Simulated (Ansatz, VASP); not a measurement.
## SiC in VASP and in Ansatz

```
Si C
1.0
     3.01052    0.00000    0.00000
    -1.50526    2.60719    0.00000
     0.00000    0.00000    5.35240
Si C
2 2
Direct
  0.33333 0.66667 0.00456
  0.66667 0.33333 0.50456
  0.33333 0.66667 0.38044
  0.66667 0.33333 0.88044
```

Alike in both runs: task relaxation of the atoms; functional PBE; k mesh 12 × 12 × 6; occupations gaussian, width 0.05 eV; no spin polarisation.

|  | VASP | Ansatz |
| --- | --- | --- |
| version | VASP 6.6.1 | Ansatz 0.2.0 |
| potentials or method | VASP PAW PBE potentials, release 64 (Si, C), cutoff 520 eV | scalar-relativistic, plane waves, PAW |
| valence electrons in the cell | 16 | 16 |

```tsv
	VASP	Ansatz	Ansatz less VASP
gap on the k mesh at the Fermi level, each at its own relaxed structure (eV)	1.75	1.76	+0.007
```

Ansatz's warnings: stress scf threshold loose.
